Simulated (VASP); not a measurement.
# Ti6Si in VASP: a series of runs

Ti6Si is run at these levels: PBE; tasks: single point.

Program: VASP 6.6.1. These are calculated values, not measurements. Logs are shortened: lines on timing, memory, paths and dates and some standing lists are left out, and cuts for length are marked.

## 1. The cell of the first run

The cell holds a slab with vacuum, 7 atoms: a = 2.938 Å, b = 4.650 Å, c = 21.284 Å, α = 90.00°, β = 90.00°, γ = 90.00°.

## 2. Single point, PBE

The input, INCAR:

```
PREC = Accurate
ENCUT = 520
EDIFF = 1E-6
ISMEAR = 0
SIGMA = 0.1
LREAL = False
LASPH = True
NELM = 80
ALGO = Normal
ISIF = 2
LWAVE = False
LCHARG = False
LDIPOL = True
IDIPOL = 3
DIPOL = 0.5 0.5 0.360
GGA = PE
NBANDS = 47
```

The input, KPOINTS:

```
regular mesh
0
Gamma
  9 6 1
```

The input, POSCAR:

```
Ti6Si
1.0
    2.9381632085      0.0000000000      0.0000000000
    0.0000000000      4.6504654182      0.0000000000
    0.0000000000      0.0000000000     21.2842242132
Ti Si
6 1
Direct
    0.0000000000      0.7500000000      0.1879326190
    0.5000000000      0.2500000000      0.2277825403
    0.5000000000      0.7500000000      0.3074823829
    0.0000000000      0.2500000000      0.3461291980
    0.0000000000      0.7500000000      0.4220680070
    0.5000000000      0.2500000000      0.4596937203
    0.7500000000      0.2500000000      0.5702938704
```

Potentials or basis: VASP PAW PBE potentials, release 64 (Ti_sv, Si).

Launch:

```console
$ cat potpaw_PBE.64/Ti_sv/POTCAR potpaw_PBE.64/Si/POTCAR > POTCAR
$ mpirun -np 1 vasp_std > vasp.out
```

OUTCAR:

```text
PREC = Accurate
   ENCUT = 520
   EDIFF = 1E-6
   ISMEAR = 0
   LREAL = False
   LASPH = True
   NELM = 80
   ISIF = 2
   GGA = PE

 ion  position               nearest neighbor table
   1  0.000  0.750  0.188-   2 2.88   2 2.88   2 2.88   2 2.88
   2  0.500  0.250  0.228-   1 2.88   1 2.88   1 2.88   1 2.88   3 2.88   3 2.88   4 2.92   4 2.92

   3  0.500  0.750  0.307-   5 2.85   5 2.85   4 2.87   4 2.87   4 2.87   4 2.87   2 2.88   2 2.88

   4  0.000  0.250  0.346-   6 2.83   6 2.83   5 2.83   5 2.83   3 2.87   3 2.87   3 2.87   3 2.87
                             2 2.92   2 2.92
   5  0.000  0.750  0.422-   4 2.83   4 2.83   3 2.85   3 2.85   6 2.86   6 2.86   6 2.86   6 2.86

   6  0.500  0.250  0.460-   7 2.47   4 2.83   4 2.83   5 2.86   5 2.86   5 2.86   5 2.86
   7  0.750  0.250  0.570-   6 2.47

  LATTYP: Found a simple orthorhombic cell.
 ALAT       =     2.9381632085
 B/A-ratio  =     1.5827798145
 C/A-ratio  =     7.2440578357

  Lattice vectors:

 A1 = (   2.9381632085,   0.0000000000,   0.0000000000)
 A2 = (   0.0000000000,   4.6504654182,   0.0000000000)
 A3 = (   0.0000000000,   0.0000000000,  21.2842242132)

Analysis of symmetry for initial positions (statically):
=====================================================================
 Subroutine PRICEL returns:
 Original cell was already a primitive cell.

 Routine SETGRP: Setting up the symmetry group for a
 simple orthorhombic supercell.

 Subroutine GETGRP returns: Found  2 space group operations
 (whereof  1 operations were pure point group operations)
 out of a pool of  8 trial point group operations.

The static configuration has the point symmetry C_1 .
 The point group associated with its full space group is C_1h.

Analysis of symmetry for dynamics (positions and initial velocities):
=====================================================================
 Subroutine PRICEL returns:
 Original cell was already a primitive cell.

 Routine SETGRP: Setting up the symmetry group for a
 simple orthorhombic supercell.

 Subroutine GETGRP returns: Found  2 space group operations
 (whereof  1 operations were pure point group operations)
 out of a pool of  8 trial point group operations.

The dynamic configuration has the point symmetry C_1 .
 The point group associated with its full space group is C_1h.

 Subroutine INISYM returns: Found  2 space group operations
 (whereof  1 operations are pure point group operations),
 and found     1 'primitive' translations

----------------------------------------------------------------------------------------

                                     Primitive cell

  volume of cell :     290.8239

  direct lattice vectors                    reciprocal lattice vectors
     2.938163208  0.000000000  0.000000000     0.340348690  0.000000000  0.000000000
     0.000000000  4.650465418  0.000000000     0.000000000  0.215032241  0.000000000
     0.000000000  0.000000000 21.284224213     0.000000000  0.000000000  0.046983155

  length of vectors
     2.938163208  4.650465418 21.284224213     0.340348690  0.215032241  0.046983155

  position of ions in fractional coordinates (direct lattice)
     0.000000000  0.750000000  0.187932619
     0.500000000  0.250000000  0.227782540
     0.500000000  0.750000000  0.307482383
     0.000000000  0.250000000  0.346129198
     0.000000000  0.750000000  0.422068007
     0.500000000  0.250000000  0.459693720
     0.750000000  0.250000000  0.570293870

  ion indices of the primitive-cell ions
   primitive index   ion index
                 1           1
                 2           2
                 3           3
                 4           4
                 5           5
                 6           6
                 7           7

----------------------------------------------------------------------------------------

 KPOINTS: regular mesh

Automatic generation of k-mesh.
 Grid dimensions read from file:
 generate k-points for:    9    6    1

 Generating k-lattice:

  Cartesian coordinates                     Fractional coordinates (reciprocal lattice)
     0.037816521  0.000000000  0.000000000     0.111111111  0.000000000  0.000000000
     0.000000000  0.035838707  0.000000000     0.000000000  0.166666667  0.000000000
     0.000000000  0.000000000  0.046983155     0.000000000  0.000000000  1.000000000

  Length of vectors
     0.037816521  0.035838707  0.046983155

  Shift w.r.t. Gamma in fractional coordinates (k-lattice)
     0.000000000  0.000000000  0.000000000

 Subroutine IBZKPT returns following result:
 ===========================================

 Found     20 irreducible k-points:

 Following reciprocal coordinates:
            Coordinates               Weight
  0.000000  0.000000  0.000000      1.000000
  0.111111  0.000000  0.000000      2.000000
  0.222222  0.000000  0.000000      2.000000
  0.333333  0.000000  0.000000      2.000000
  0.444444  0.000000  0.000000      2.000000
  0.000000  0.166667  0.000000      2.000000
[... 12 lines left out ...]
  0.333333  0.500000  0.000000      2.000000
  0.444444  0.500000  0.000000      2.000000
   k-points           NKPTS =     20   k-points in BZ     NKDIM =     20   number of bands    NBANDS=     47
   number of dos      NEDOS =    301   number of ions     NIONS =      7
   total plane-waves  NPLWV = 138240
   dimension x,y,z NGX =    24 NGY =   36 NGZ =  160
   dimension x,y,z NGXF=    48 NGYF=   72 NGZF=  320
   ions per type =               6   1
   NGX,Y,Z   is equivalent  to a cutoff of  13.58, 12.87, 12.50 a.u.
   NGXF,Y,Z  is equivalent  to a cutoff of  27.16, 25.74, 24.99 a.u.
 SYSTEM =  unknown system
   PREC   = accura    normal or accurate (medium, high low for compatibility)
   ISTART =      0    job   : 0-new  1-cont  2-samecut
   ICHARG =      2    charge: 1-file 2-atom 10-const
   ISPIN  =      1    spin polarized calculation?
   LNONCOLLINEAR =      F non collinear calculations
   LSORBIT =      F    spin-orbit coupling
   LASPH  =      T    aspherical Exc in radial PAW
   ENCUT  =  520.0 eV  38.22 Ry    6.18 a.u.   5.46  8.65 39.57*2*pi/ulx,y,z
   NELM   =     80;   NELMIN=  2; NELMDL= -5     # of ELM steps
   EDIFF  = 0.1E-05   stopping-criterion for ELM
   LREAL  =      F    real-space projection
   EDIFFG = 0.1E-04   stopping-criterion for IOM
   NSW    =      0    number of steps for IOM
   IBRION =     -1    ionic relax: 0-MD 1-quasi-New 2-CG
   NFREE  =      0    steps in history (QN), initial steepest desc. (CG)
   ISIF   =      2    stress and relaxation
   ISYM   =      2    0-nonsym 1-usesym 2-fastsym
   POTIM  = 0.5000    time-step for ionic-motion
   TEBEG  =    0.0;   TEEND  =   0.0 temperature during run
   PSTRESS=    0.0 pullay stress
   NELECT =      76.0000    total number of electrons
   NUPDOWN=      -1.0000    fix difference up-down
   EMIN   =  10.00;   EMAX   =-10.00  energy-range for DOS
   EFERMI =   0.00;   METHOD = LEGACY
   ISMEAR =     0;   SIGMA  =   0.10  broadening in eV -4-tet -1-fermi 0-gaus
   EFERMI_NEDOS =   21; number of points for ismear=-14 and -15
   IALGO  =     38    algorithm
   IMIX   =      4    mixing-type and parameters
     AMIX     =   0.40;   BMIX     =  1.00
     AMIX_MAG =   1.60;   BMIX_MAG =  1.00
  volume/ion in A,a.u.               =      41.55       280.37
  Fermi-wavevector in a.u.,A,eV,Ry     =   1.046653  1.977887 14.904939  1.095482
  Thomas-Fermi vector in A             =   2.181500
   LORBIT       =      0    0 simple, 1 ext, 2 COOP (PROOUT), +10 PAW based schemes
   GGA     = PE    functional components
   LHFCALC =     F    Hartree Fock is set to
   AEXX    =    0.0000 exact exchange contribution
   IVDW    =     0    specifies the selected vdW correction
   LEPSILON=     F    determine dielectric tensor
   LRPA    =     F    only Hartree local field effects (RPA)
 non-spin polarized calculation
 Gauss-broadening in eV      SIGMA  =   0.10
  energy-cutoff  :      520.00
  volume of cell :      290.82
 maximum number of plane-waves:      7881
 NGX is ok and might be reduce to    24
   NGX = 11   NGY = 17   NGZ = 79

 dipolmoment           0.000000      0.000000     -0.034409 electrons x Angstroem

 number of electron      76.0000010 magnetization

 dipolmoment           0.000000      0.000000      0.105513 electrons x Angstroem

 Free energy of the ion-electron system (eV)
  ---------------------------------------------------
  ext. energy  EPLUGINS =         0.00000000
  ---------------------------------------------------
  free energy    TOTEN  =       -48.14461668 eV

  energy without entropy =      -48.07760849  energy(sigma->0) =      -48.11111259

 E-fermi :   0.9493     XC(G=0):  -5.8324

 val. band max:        0.9471178596   @ k =   0.4444   0.1667   0.0000
 cond. band min:       0.9629242442   @ k =   0.1111   0.5000   0.0000
 fundamental gap:      0.0158063846
 Fermi energy:         0.9492539360

 k-point     1 :       0.0000    0.0000    0.0000
  band No.  band energies     occupation
      1     -56.1082      2.00000
      2     -55.8701      2.00000
      3     -55.8123      2.00000
      4     -55.7578      2.00000
      5     -55.7337      2.00000
      6     -55.5579      2.00000
[... 39 lines left out ...]
     46       2.0650      0.00000
     47       2.1490      0.00000

 k-point     2 :       0.1111    0.0000    0.0000
  band No.  band energies     occupation
      1     -56.1031      2.00000
      2     -55.8632      2.00000
      3     -55.8082      2.00000
      4     -55.7549      2.00000
      5     -55.7305      2.00000
      6     -55.5554      2.00000
[... 39 lines left out ...]
     46       2.1307      0.00000
     47       2.1473      0.00000

 k-point     3 :       0.2222    0.0000    0.0000
  band No.  band energies     occupation
      1     -56.0901      2.00000
      2     -55.8453      2.00000
      3     -55.7970      2.00000
      4     -55.7492      2.00000
      5     -55.7217      2.00000
      6     -55.5489      2.00000
[... 839 lines left out ...]
     46       1.8703      0.00000
     47       2.5273      0.00000

 k-point    20 :       0.4444    0.5000    0.0000
  band No.  band energies     occupation
      1     -56.0653      2.00000
      2     -55.7968      2.00000
      3     -55.7722      2.00000
      4     -55.7386      2.00000
      5     -55.7231      2.00000
      6     -55.5372      2.00000
[... 39 lines left out ...]
     46       2.3332      0.00000
     47       2.5051      0.00000

------------------------ aborting loop because EDIFF is reached ----------------------------------------

 vacuum level on the upper side and lower side of the slab       (xc-potential included)         0.493        -0.858

  FORCE on cell =-STRESS in cart. coord.  units (eV):
  Direction    XX          YY          ZZ          XY          YZ          ZX
  --------------------------------------------------------------------------------------
  -------------------------------------------------------------------------------------
  Total       -5.3114185     -1.7153104     -1.0073905      0.0000000      0.0000000      1.6082830
  in kB      -29.2611200     -9.4498115     -5.5498120      0.0000000      0.0000000      8.8601869
  external PRESSURE =     -14.7535812 kB  Pullay stress =       0.0000000 kB

 VOLUME and BASIS-vectors are now :
 -----------------------------------------------------------------------------
  energy-cutoff  :      520.00
  volume of cell :      290.82
      direct lattice vectors                 reciprocal lattice vectors
     2.938163208  0.000000000  0.000000000     0.340348690  0.000000000  0.000000000
     0.000000000  4.650465418  0.000000000     0.000000000  0.215032241  0.000000000
     0.000000000  0.000000000 21.284224213     0.000000000  0.000000000  0.046983155

 POSITION                                       TOTAL-FORCE (eV/Angst)
 -----------------------------------------------------------------------------------
      0.00000      3.48785      4.00000         0.011628      0.000000      0.267014
      1.46908      1.16262      4.84817        -0.028288      0.000000      0.082049
      1.46908      3.48785      6.54452         0.021347      0.000000     -0.292883
      0.00000      1.16262      7.36709         0.040347      0.000000     -0.156916
      0.00000      3.48785      8.98339         0.045337      0.000000      0.416105
      1.46908      1.16262      9.78422        -0.828957      0.000000     -0.306281
      2.20362      1.16262     12.13826         0.738585      0.000000     -0.009088
 -----------------------------------------------------------------------------------
    total drift:                               -0.000026     -0.000000      0.000320

  FREE ENERGIE OF THE ION-ELECTRON SYSTEM (eV)
  ---------------------------------------------------
  free  energy   TOTEN  =       -48.1446166831 eV

  energy  without entropy=      -48.0776084942  energy(sigma->0) =      -48.11111259

 vacuum level on the upper side and lower side of the slab         5.894         4.499
```

Wall time 18 min (1 thread of Intel Xeon 8259CL, shared host); peak memory 0.46 GiB.

What came out:

```yaml
Free_energy: -48.1446 eV
Largest_force: 0.884 eV/Å
Band_gap_on_the_k_mesh: zero (bands 38 and 39 overlap by 0.31 eV)
```

Forces in eV/Å, atoms in the order of the input:
```
Ti   0.012  0.000  0.267
Ti  -0.028  0.000  0.082
Ti   0.021  0.000 -0.293
Ti   0.040  0.000 -0.157
Ti   0.045  0.000  0.416
Ti  -0.829  0.000 -0.306
Si   0.739  0.000 -0.009
```

## 3. Single point, PBE

The input, INCAR:

```
SYSTEM = Ti6Si
PREC = Accurate ; ENCUT = 520
EDIFF = 1E-6 ; ISMEAR = 0
SIGMA = 0.1 ; LREAL = .FALSE.
LASPH = .TRUE. ; NELM = 60
ALGO = Normal ; ISIF = 2
LWAVE = .FALSE. ; LCHARG = .FALSE.
LDIPOL = .TRUE. ; IDIPOL = 3
DIPOL = 0.5 0.5 0.355 ; GGA = PE
NBANDS = 47
```

The input, KPOINTS:

```
regular mesh
0
G
  9 6 1
  0 0 0
```

Changes to POSCAR since step 2:

```diff
@@ -14,2 +14,2 @@
     0.5000000000      0.2500000000      0.4596937203
-    0.7500000000      0.2500000000      0.5702938704
+    0.7500000000      0.7500000000      0.5311016544
```

Potentials or basis: VASP PAW PBE potentials, release 64 (Ti_sv, Si).

Launch:

```console
$ cat potpaw_PBE.64/Ti_sv/POTCAR potpaw_PBE.64/Si/POTCAR > POTCAR
$ mpirun -np 1 vasp_std > vasp.out
```

OUTCAR:

```text
SYSTEM = Ti6Si
   PREC = Accurate
   ENCUT = 520
   EDIFF = 1E-6
   ISMEAR = 0
   LREAL = .FALSE.
   LASPH = .TRUE.
   NELM = 60
   ISIF = 2
   GGA = PE

 ion  position               nearest neighbor table
   1  0.000  0.750  0.188-   2 2.88   2 2.88   2 2.88   2 2.88
   2  0.500  0.250  0.228-   1 2.88   1 2.88   1 2.88   1 2.88   3 2.88   3 2.88   4 2.92   4 2.92

   3  0.500  0.750  0.307-   5 2.85   5 2.85   4 2.87   4 2.87   4 2.87   4 2.87   2 2.88   2 2.88

   4  0.000  0.250  0.346-   6 2.83   6 2.83   5 2.83   5 2.83   3 2.87   3 2.87   3 2.87   3 2.87
                             2 2.92   2 2.92
   5  0.000  0.750  0.422-   7 2.43   4 2.83   4 2.83   3 2.85   3 2.85   6 2.86   6 2.86   6 2.86
[... 1218 lines left out ...]
  in kB      -20.2066656    -17.7935514      3.3971620      0.0000000      0.0000000     -4.2935049
  external PRESSURE =     -11.5343517 kB  Pullay stress =       0.0000000 kB

 VOLUME and BASIS-vectors are now :
 -----------------------------------------------------------------------------
  energy-cutoff  :      520.00
  volume of cell :      290.82
      direct lattice vectors                 reciprocal lattice vectors
     2.938163208  0.000000000  0.000000000     0.340348690  0.000000000  0.000000000
     0.000000000  4.650465418  0.000000000     0.000000000  0.215032241  0.000000000
     0.000000000  0.000000000 21.284224213     0.000000000  0.000000000  0.046983155

 POSITION                                       TOTAL-FORCE (eV/Angst)
 -----------------------------------------------------------------------------------
      0.00000      3.48785      4.00000         0.003540      0.000000      0.400409
      1.46908      1.16262      4.84817         0.016752      0.000000      0.041249
      1.46908      3.48785      6.54452        -0.030254      0.000000     -0.599121
      0.00000      1.16262      7.36709        -0.084299      0.000000     -0.331747
      0.00000      3.48785      8.98339         0.585947      0.000000     -0.533307
      1.46908      1.16262      9.78422        -0.156677      0.000000      1.020910
      2.20362      3.48785     11.30409        -0.335009      0.000000      0.001608
 -----------------------------------------------------------------------------------
    total drift:                               -0.000171      0.000000      0.000812

  FREE ENERGIE OF THE ION-ELECTRON SYSTEM (eV)
  ---------------------------------------------------
  free  energy   TOTEN  =       -49.5927937727 eV

  energy  without entropy=      -49.5269023791  energy(sigma->0) =      -49.55984808

 vacuum level on the upper side and lower side of the slab         5.942         4.671
```

OSZICAR:

```text
N       E                     dE             d eps       ncg     rms          rms(c)
DAV:   1     0.938150476520E+03    0.93815E+03   -0.40695E+04  2144   0.164E+03
DAV:   2     0.737393191938E+02   -0.86441E+03   -0.84801E+03  1965   0.521E+02
DAV:   3    -0.340293437136E+02   -0.10777E+03   -0.10514E+03  3073   0.163E+02
[... 23 lines left out ...]
DAV:  27    -0.495927648273E+02   -0.34052E-04   -0.17060E-06  1567   0.657E-03    0.381E-03
DAV:  28    -0.495927801634E+02   -0.15336E-04   -0.69806E-07  1377   0.669E-03    0.304E-03
DAV:  29    -0.495927887851E+02   -0.86217E-05   -0.57103E-07  1355   0.416E-03    0.212E-03
DAV:  30    -0.495927927927E+02   -0.40076E-05   -0.33133E-07  1296   0.302E-03    0.121E-03
DAV:  31    -0.495927937727E+02   -0.97993E-06   -0.14708E-07  1250   0.185E-03
   1 F= -.49592794E+02 E0= -.49559848E+02  d E =-.658914E-01
```

Wall time 15 min (1 thread of Intel Xeon 8259CL, shared host); peak memory 0.47 GiB.

Results:

```yaml
Free_energy: -49.5928 eV
Largest_force: 1.033 eV/Å
Band_gap_on_the_k_mesh: zero (bands 38 and 39 overlap by 0.46 eV)
```

Forces in eV/Å, atoms in the order of the input:
```
Ti   0.004  0.000  0.400
Ti   0.017  0.000  0.041
Ti  -0.030  0.000 -0.599
Ti  -0.084  0.000 -0.332
Ti   0.586  0.000 -0.533
Ti  -0.157  0.000  1.021
Si  -0.335  0.000  0.002
```

(Continued in part 2 of 2.)
